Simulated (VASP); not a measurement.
# Rh (P6_3/mmc) in VASP: notebook

The runs below take Rh through single point, with r2SCAN.

All numbers are computed with VASP 6.6.1; they aren't measurements. Logs are shortened: lines on timing, memory, paths and dates and some standing lists are left out, and cuts for length are marked.

### 1 The cell of the first run

The structure is hexagonal, space group P6_3/mmc (No. 194). Conventional cell: a = 2.920 Å, b = 2.920 Å, c = 4.001 Å, α = 90.00°, β = 90.00°, γ = 120.00°. Within 3.5 Å of Rh (site symmetry -6m2) lie 12 Rh at 2.62 to 2.92 Å.

This isn't the form of Rh at room conditions, which is fcc.

### 2 Single point, r2SCAN (strain +0.080 along x and y, -0.080 along z)

The input, POSCAR:

```
Rh
1.0
    2.9199346398      0.0000000000      0.0000000000
   -1.4599673199      2.5287375754      0.0000000000
    0.0000000000      0.0000000000      4.0007278411
Rh
2
Direct
    0.6666666667      0.3333333333      0.7500000000
    0.3333333333      0.6666666667      0.2500000000
```

The input, INCAR.step1:

```
SYSTEM = Rh
PREC     = Accurate       ! precision mode
ENCUT    = 520            ! plane-wave cutoff, eV
ISMEAR   = 0              ! smearing method
SIGMA    = 0.15           ! smearing width, eV
LREAL    = .FALSE.        ! projectors in reciprocal space
LASPH    = .TRUE.         ! aspherical terms in the spheres
NELM     = 60             ! most SCF steps
NBANDS   = 22             ! bands
GGA      = PE             ! functional
ALGO     = Normal         ! electronic algorithm
EDIFF    = 1E-4           ! SCF threshold, eV
LWAVE    = .TRUE.         ! write WAVECAR
LCHARG   = .FALSE.        ! write CHGCAR
```

The input, INCAR.step2:

```
SYSTEM = Rh
PREC     = Accurate       ! precision mode
ENCUT    = 520            ! plane-wave cutoff, eV
EDIFF    = 1E-6           ! SCF threshold, eV
ISMEAR   = 0              ! smearing method
SIGMA    = 0.15           ! smearing width, eV
LREAL    = .FALSE.        ! projectors in reciprocal space
LASPH    = .TRUE.         ! aspherical terms in the spheres
NELM     = 60             ! most SCF steps
ALGO     = Normal         ! electronic algorithm
ISIF     = 2              ! what is computed and relaxed
LWAVE    = .FALSE.        ! write WAVECAR
LCHARG   = .TRUE.         ! write CHGCAR
METAGGA  = R2SCAN         ! meta-GGA
LMIXTAU  = .TRUE.       
LELF     = .TRUE.         ! ELF
LVHAR    = .TRUE.       
NBANDS   = 22             ! bands
ISTART   = 1
```

The input, KPOINTS:

```
Automatic mesh
0
G
  24 24 14
  0 0 0
```

Potentials or basis: VASP PAW PBE potentials, release 64 (Rh_pv).

On the command line:

```
$ cat potpaw_PBE.64/Rh_pv/POTCAR > POTCAR
$ cp INCAR.step1 INCAR
$ mpirun -np 1 vasp_std > vasp.out
$ cp INCAR.step2 INCAR
$ mpirun -np 1 vasp_std > vasp.out
```

OUTCAR:

```text
SYSTEM = Rh
   PREC = Accurate
   ENCUT = 520
   EDIFF = 1E-6
   ISMEAR = 0
   LREAL = .FALSE.
   LASPH = .TRUE.
   NELM = 60
   ISIF = 2
   METAGGA = R2SCAN
   ISTART = 1

 ion  position               nearest neighbor table
   1  0.667  0.333  0.750-   2 2.62   2 2.62   2 2.62   2 2.62   2 2.62   2 2.62
   2  0.333  0.667  0.250-   1 2.62   1 2.62   1 2.62   1 2.62   1 2.62   1 2.62

  LATTYP: Found a hexagonal cell.
 ALAT       =     2.9199346398
 C/A-ratio  =     1.3701429431

  Lattice vectors:

 A1 = (   2.9199346398,   0.0000000000,   0.0000000000)
 A2 = (  -1.4599673199,   2.5287375754,   0.0000000000)
 A3 = (   0.0000000000,   0.0000000000,   4.0007278411)

Analysis of symmetry for initial positions (statically):
=====================================================================
 Subroutine PRICEL returns:
 Original cell was already a primitive cell.

 Routine SETGRP: Setting up the symmetry group for a
 hexagonal supercell.

 Subroutine GETGRP returns: Found 24 space group operations
 (whereof 12 operations were pure point group operations)
 out of a pool of 24 trial point group operations.

The static configuration has the point symmetry D_3d.
 The point group associated with its full space group is D_6h.

Analysis of symmetry for dynamics (positions and initial velocities):
=====================================================================
 Subroutine PRICEL returns:
 Original cell was already a primitive cell.

 Routine SETGRP: Setting up the symmetry group for a
 hexagonal supercell.

 Subroutine GETGRP returns: Found 24 space group operations
 (whereof 12 operations were pure point group operations)
 out of a pool of 24 trial point group operations.

The dynamic configuration has the point symmetry D_3d.
 The point group associated with its full space group is D_6h.

 Subroutine INISYM returns: Found 24 space group operations
 (whereof 12 operations are pure point group operations),
 and found     1 'primitive' translations

----------------------------------------------------------------------------------------

                                     Primitive cell

  volume of cell :      29.5404

  direct lattice vectors                    reciprocal lattice vectors
     2.919934640  0.000000000  0.000000000     0.342473419  0.197727121  0.000000000
    -1.459967320  2.528737575  0.000000000     0.000000000  0.395454242  0.000000000
     0.000000000  0.000000000  4.000727841     0.000000000  0.000000000  0.249954518

  length of vectors
     2.919934640  2.919934640  4.000727841     0.395454242  0.395454242  0.249954518

  position of ions in fractional coordinates (direct lattice)
     0.666666667  0.333333333  0.750000000
     0.333333333  0.666666667  0.250000000

  ion indices of the primitive-cell ions
   primitive index   ion index
                 1           1
                 2           2

----------------------------------------------------------------------------------------

 KPOINTS: Automatic mesh

Automatic generation of k-mesh.
 Grid dimensions read from file:
 generate k-points for:   24   24   14

 Generating k-lattice:

  Cartesian coordinates                     Fractional coordinates (reciprocal lattice)
     0.014269726  0.008238630  0.000000000     0.041666667  0.000000000  0.000000000
     0.000000000  0.016477260  0.000000000     0.000000000  0.041666667  0.000000000
     0.000000000  0.000000000  0.017853894     0.000000000  0.000000000  0.071428571

  Length of vectors
     0.016477260  0.016477260  0.017853894

  Shift w.r.t. Gamma in fractional coordinates (k-lattice)
     0.000000000  0.000000000  0.000000000

 Subroutine IBZKPT returns following result:
 ===========================================

 Found    488 irreducible k-points:

 Following reciprocal coordinates:
            Coordinates               Weight
  0.000000  0.000000  0.000000      1.000000
  0.041667  0.000000  0.000000      6.000000
  0.083333 -0.000000  0.000000      6.000000
  0.125000 -0.000000  0.000000      6.000000
  0.166667  0.000000  0.000000      6.000000
  0.208333  0.000000  0.000000      6.000000
[... 16 lines left out ...]
  0.416667  0.041667  0.000000     12.000000
  0.458333  0.041667  0.000000     12.000000
 [... further k-points ...]
   k-points           NKPTS =    488   k-points in BZ     NKDIM =    488   number of bands    NBANDS=     22
   number of dos      NEDOS =    301   number of ions     NIONS =      2
   total plane-waves  NPLWV =  17280
   dimension x,y,z NGX =    24 NGY =   24 NGZ =   30
   dimension x,y,z NGXF=    48 NGYF=   48 NGZF=   60
   ions per type =               2
   NGX,Y,Z   is equivalent  to a cutoff of  13.66, 13.66, 12.47 a.u.
   NGXF,Y,Z  is equivalent  to a cutoff of  27.33, 27.33, 24.93 a.u.
 SYSTEM =  Rh
   PREC   = accura    normal or accurate (medium, high low for compatibility)
   ISTART =      1    job   : 0-new  1-cont  2-samecut
   ICHARG =      0    charge: 1-file 2-atom 10-const
   ISPIN  =      1    spin polarized calculation?
   LNONCOLLINEAR =      F non collinear calculations
   LSORBIT =      F    spin-orbit coupling
   LASPH  =      T    aspherical Exc in radial PAW
   ENCUT  =  520.0 eV  38.22 Ry    6.18 a.u.   5.43  5.43  7.44*2*pi/ulx,y,z
   NELM   =     60;   NELMIN=  2; NELMDL=  0     # of ELM steps
   EDIFF  = 0.1E-05   stopping-criterion for ELM
   LREAL  =      F    real-space projection
[... 7 lines left out ...]
   TEBEG  =    0.0;   TEEND  =   0.0 temperature during run
   PSTRESS=    0.0 pullay stress
   NELECT =      30.0000    total number of electrons
   NUPDOWN=      -1.0000    fix difference up-down
   EMIN   =  10.00;   EMAX   =-10.00  energy-range for DOS
   EFERMI =   0.00;   METHOD = LEGACY
   ISMEAR =     0;   SIGMA  =   0.15  broadening in eV -4-tet -1-fermi 0-gaus
   EFERMI_NEDOS =   21; number of points for ismear=-14 and -15
   IALGO  =     38    algorithm
   IMIX   =      4    mixing-type and parameters
     AMIX     =   0.40;   BMIX     =  1.00
     AMIX_MAG =   1.60;   BMIX_MAG =  1.00
  volume/ion in A,a.u.               =      14.77        99.67
  Fermi-wavevector in a.u.,A,eV,Ry     =   1.645546  3.109630 36.842137  2.707821
  Thomas-Fermi vector in A             =   2.735325
   LORBIT       =      0    0 simple, 1 ext, 2 COOP (PROOUT), +10 PAW based schemes
   METAGGA = R2SCAN    functional components
   LHFCALC =     F    Hartree Fock is set to
   AEXX    =    0.0000 exact exchange contribution
   IVDW    =     0    specifies the selected vdW correction
   LEPSILON=     F    determine dielectric tensor
   LRPA    =     F    only Hartree local field effects (RPA)
 non-spin polarized calculation
 Gauss-broadening in eV      SIGMA  =   0.15
  energy-cutoff  :      520.00
  volume of cell :       29.54
 maximum number of plane-waves:       831
 NGX is ok and might be reduce to    24
   NGX = 11   NGY = 11   NGZ = 15

 number of electron      29.9999994 magnetization

 Free energy of the ion-electron system (eV)
  ---------------------------------------------------
  ext. energy  EPLUGINS =         0.00000000
  ---------------------------------------------------
  free energy    TOTEN  =       -47.82792838 eV

  energy without entropy =      -47.77989156  energy(sigma->0) =      -47.80390997

 E-fermi :  10.5579     XC(G=0): -14.6279

 val. band max:       10.5578367941   @ k =   0.4583   0.0000   0.2857
 cond. band min:      10.5583248883   @ k =   0.2500  -0.0000   0.3571
 fundamental gap:      0.0004880942
 Fermi energy:        10.5578742624

 k-point     1 :       0.0000    0.0000    0.0000
  band No.  band energies     occupation
      1     -37.9913      2.00000
      2     -37.3386      2.00000
      3     -37.3386      2.00000
      4     -37.1301      2.00000
      5     -37.1301      2.00000
      6     -37.1185      2.00000
[... 14 lines left out ...]
     21      28.1024      0.00000
     22      28.1025      0.00000

 k-point     2 :       0.0417    0.0000    0.0000
  band No.  band energies     occupation
      1     -37.9875      2.00000
      2     -37.3426      2.00000
      3     -37.3408      2.00000
      4     -37.1350      2.00000
      5     -37.1301      2.00000
      6     -37.1214      2.00000
[... 14 lines left out ...]
     21      28.1024      0.00000
     22      28.1025      0.00000

 k-point     3 :       0.0833   -0.0000    0.0000
  band No.  band energies     occupation
      1     -37.9764      2.00000
      2     -37.3544      2.00000
      3     -37.3470      2.00000
      4     -37.1491      2.00000
      5     -37.1301      2.00000
      6     -37.1300      2.00000
[... 14 lines left out ...]
     21      28.1020      0.00000
     22      28.1023      0.00000

 k-point     4 :       0.1250   -0.0000    0.0000
  band No.  band energies     occupation
      1     -37.9581      2.00000
      2     -37.3731      2.00000
      3     -37.3568      2.00000
      4     -37.1715      2.00000
      5     -37.1443      2.00000
      6     -37.1303      2.00000
[... 14 lines left out ...]
     21      28.1022      0.00000
     22      28.1028      0.00000

 k-point     5 :       0.1667    0.0000    0.0000
  band No.  band energies     occupation
      1     -37.9333      2.00000
      2     -37.3977      2.00000
      3     -37.3693      2.00000
      4     -37.2004      2.00000
      5     -37.1638      2.00000
      6     -37.1309      2.00000
[... 417 lines left out ...]
 k-point    22 :       0.3750    0.0417    0.0000
  band No.  band energies     occupation
      1     -37.7252      2.00000
      2     -37.5551      2.00000
      3     -37.4438      2.00000
      4     -37.3708      2.00000
      5     -37.3387      2.00000
      6     -37.1425      2.00000
[... 14 lines left out ...]
     21      22.4659      0.00000
     22      26.8326      0.00000

 k-point    23 :       0.4167    0.0417    0.0000
  band No.  band energies     occupation
      1     -37.6927      2.00000
      2     -37.5715      2.00000
      3     -37.4494      2.00000
      4     -37.3881      2.00000
      5     -37.3679      2.00000
      6     -37.1439      2.00000
[... 14 lines left out ...]
     21      22.4112      0.00000
     22      26.3715      0.00000

 k-point    24 :       0.4583    0.0417    0.0000
  band No.  band energies     occupation
      1     -37.6732      2.00000
      2     -37.5800      2.00000
      3     -37.4521      2.00000
      4     -37.3973      2.00000
      5     -37.3856      2.00000
      6     -37.1446      2.00000
[... 14 lines left out ...]
     21      22.9196      0.00000
     22      26.0567      0.00000

 [... further k-points ...]

------------------------ aborting loop because EDIFF is reached ----------------------------------------

  FORCE on cell =-STRESS in cart. coord.  units (eV):
  Direction    XX          YY          ZZ          XY          YZ          ZX
  --------------------------------------------------------------------------------------
  -------------------------------------------------------------------------------------
  Total       -3.2373847     -3.2373847      1.6227454      0.0000000      0.0000000     -0.0000000
  in kB     -175.5856360   -175.5856360     88.0126442      0.0000000      0.0000000     -0.0000000
  external PRESSURE =     -87.7195426 kB  Pullay stress =       0.0000000 kB

 VOLUME and BASIS-vectors are now :
 -----------------------------------------------------------------------------
  energy-cutoff  :      520.00
  volume of cell :       29.54
      direct lattice vectors                 reciprocal lattice vectors
     2.919934640  0.000000000  0.000000000     0.342473419  0.197727121  0.000000000
    -1.459967320  2.528737575  0.000000000     0.000000000  0.395454242  0.000000000
     0.000000000  0.000000000  4.000727841     0.000000000  0.000000000  0.249954518

 POSITION                                       TOTAL-FORCE (eV/Angst)
 -----------------------------------------------------------------------------------
      1.45997      0.84291      3.00055         0.000000     -0.000000      0.000000
     -0.00000      1.68583      1.00018        -0.000000      0.000000      0.000000
 -----------------------------------------------------------------------------------
    total drift:                               -0.000000      0.000000     -0.000000

  FREE ENERGIE OF THE ION-ELECTRON SYSTEM (eV)
  ---------------------------------------------------
  free  energy   TOTEN  =       -47.8279283797 eV

  energy  without entropy=      -47.7798915558  energy(sigma->0) =      -47.80390997
```

Run time: 4.8 min. Hardware: 1 thread of Intel Xeon 6975P-C (Granite Rapids), shared host; peak memory 0.35 GiB.

What came out:

| Quantity | Value |
| --- | --- |
| Free energy | -47.8279 eV |
| Pressure | -8.8 GPa |
| Band gap on the k mesh | zero (bands 15 and 16 overlap by 1.44 eV) |

Levels at points of the mesh, in eV from the Fermi level:
```
           k point  band 11  band 12  band 13  band 14  band 15  band 16  band 17  band 18  band 19  band 20
(0.00, 0.00, 0.00)    -2.78    -2.78    -2.12    -2.12    -1.65     0.20     0.20     2.95    10.93    15.73
(0.50, 0.00, 0.00)    -2.38    -1.79    -1.28    -0.38     0.27     1.13     2.46     4.33    11.33    11.38
(0.00, 0.00, 0.50)    -3.49    -3.49    -2.22    -2.22    -0.13    -0.13    -0.13    -0.13    15.43    15.43
(0.50, 0.00, 0.50)    -2.08    -2.08    -0.39    -0.39     0.09     0.09     2.62     2.62     8.92     8.92
```

Caveat: the cell differs from its parent crystal (strain +0.080 along x and y, -0.080 along z); the stress differs along the axes, from -18 to 9 GPa; the PAW data sets were made with another functional, which shifts forces and pressure a little.

### 3 Single point, r2SCAN (strain +0.000 along x and y, +0.080 along z)

The input, POSCAR:

```
Rh
1.0
    2.7036431850      0.0000000000      0.0000000000
   -1.3518215925      2.3414236809      0.0000000000
    0.0000000000      0.0000000000      4.6965065961
Rh
2
Direct
    0.6666666667      0.3333333333      0.7500000000
    0.3333333333      0.6666666667      0.2500000000
```

The input, INCAR.step1:

```
ALGO = Normal
EDIFF = 1E-4
ENCUT = 520
GGA = PE
ISMEAR = 0
LASPH = T
LCHARG = F
LREAL = F
LWAVE = T
NBANDS = 22
NELM = 100
PREC = Accurate
SIGMA = 0.15
```

The input, INCAR.step2:

```
ALGO = Normal
EDIFF = 1E-6
ENCUT = 520
ISIF = 2
ISMEAR = 0
ISTART = 1
LASPH = T
LCHARG = F
LMIXTAU = T
LREAL = F
LWAVE = F
METAGGA = R2SCAN
NBANDS = 22
NELM = 100
PREC = Accurate
SIGMA = 0.15
```

The input, KPOINTS:

```
k-points
0
Gamma
  24 24 14
```

Potentials or basis: VASP PAW PBE potentials, release 64 (Rh_pv).

On the command line:

```
$ cat potpaw_PBE.64/Rh_pv/POTCAR > POTCAR
$ cp INCAR.step1 INCAR
$ mpirun -np 1 vasp_std > vasp.out
$ cp INCAR.step2 INCAR
$ mpirun -np 1 vasp_std > vasp.out
```

Run time: 6.7 min. Hardware: 1 thread of Intel Xeon 6975P-C (Granite Rapids), shared host; peak memory 0.35 GiB.

Results (log left out):

* Free energy: -48.0185 eV
* Pressure: -15.5 GPa
* Band gap on the k mesh: zero (bands 15 and 16 overlap by 2.42 eV)

Stress tensor (GPa, compression positive):
```
-10.74   0.00   0.00
  0.00 -10.74   0.00
  0.00   0.00 -25.14
```

Levels at points of the mesh, in eV from the Fermi level:
```csv
k point,band 13,band 14,band 15,band 16,band 17,band 18
"(0.00, 0.00, 0.00)",-2.38,-1.26,-1.26,0.20,0.20,0.40
"(0.50, 0.00, 0.00)",-1.61,0.40,0.75,0.93,3.19,5.29
"(0.00, 0.00, 0.50)",-2.73,-2.73,-0.32,-0.32,-0.32,-0.32
"(0.50, 0.00, 0.50)",-0.15,-0.15,0.85,0.85,2.89,2.89
```

Caveat: the cell differs from its parent crystal (strain +0.000 along x and y, +0.080 along z); the stress differs along the axes, from -25 to -11 GPa; the PAW data sets were made with another functional, which shifts forces and pressure a little.

### 4 Single point, r2SCAN (strain -0.040 along x and y, +0.040 along z)

The input, POSCAR:

```
Rh
1.0
    2.5954974576      0.0000000000      0.0000000000
   -1.2977487288      2.2477667337      0.0000000000
    0.0000000000      0.0000000000      4.5225619073
Rh
2
Direct
    0.6666666667      0.3333333333      0.7500000000
    0.3333333333      0.6666666667      0.2500000000
```

The input, INCAR.step1:

```
SYSTEM = Rh
PREC = Accurate
ENCUT = 520
ISMEAR = 0
SIGMA = 0.15
LREAL = .False.
LASPH = .True.
NELM = 60
NBANDS = 22
GGA = PE
ALGO = Normal
EDIFF = 1E-4
LWAVE = .True.
LCHARG = .False.
```

The input, INCAR.step2:

```
SYSTEM = Rh
PREC = Accurate
ENCUT = 520
EDIFF = 1E-6
ISMEAR = 0
SIGMA = 0.15
LREAL = .False.
LASPH = .True.
NELM = 60
ALGO = Normal
ISIF = 2
LWAVE = .False.
LCHARG = .False.
METAGGA = R2SCAN
LMIXTAU = .True.
NBANDS = 22
ISTART = 1
```

The input, KPOINTS:

```
Automatic mesh
0
Gamma
  24 24 14
  0 0 0
```

On the command line:

```
$ cat potpaw_PBE.64/Rh_pv/POTCAR > POTCAR
$ cp INCAR.step1 INCAR
$ mpirun -np 1 vasp_std > vasp.out
$ cp INCAR.step2 INCAR
$ mpirun -np 1 vasp_std > vasp.out
```

It took 25 min on 1 thread of Oxide Virtual Turin-like, shared host; peak memory 0.29 GiB.

It converged, with:

* Free energy: -48.0407 eV
* Pressure: 16.5 GPa
* Band gap on the k mesh: zero (bands 15 and 16 overlap by 2.97 eV)

Stress tensor (GPa, compression positive):
```
25.02  0.00  0.00
 0.00 25.02  0.00
 0.00  0.00 -0.46
```

Levels at points of the mesh, in eV from the Fermi level:
| k point | band 12 | band 13 | band 14 | band 15 | band 16 | band 17 | band 18 | band 19 |
| --- | --- | --- | --- | --- | --- | --- | --- | --- |
| (0.00, 0.00, 0.00) | -2.86 | -2.86 | -1.50 | -1.50 | 0.14 | 0.26 | 0.26 | 8.45 |
| (0.50, 0.00, 0.00) | -2.63 | -1.95 | 0.50 | 0.95 | 1.17 | 3.60 | 5.96 | 11.05 |
| (0.00, 0.00, 0.50) | -3.29 | -3.29 | -3.29 | -0.36 | -0.36 | -0.36 | -0.36 | 14.83 |
| (0.50, 0.00, 0.50) | -1.52 | -0.23 | -0.23 | 1.07 | 1.07 | 3.10 | 3.10 | 10.57 |

Caveat: the cell differs from its parent crystal (strain -0.040 along x and y, +0.040 along z); the stress differs along the axes, from -0 to 25 GPa; the PAW data sets were made with another functional, which shifts forces and pressure a little.

(Part 1 of 2 ends here.)
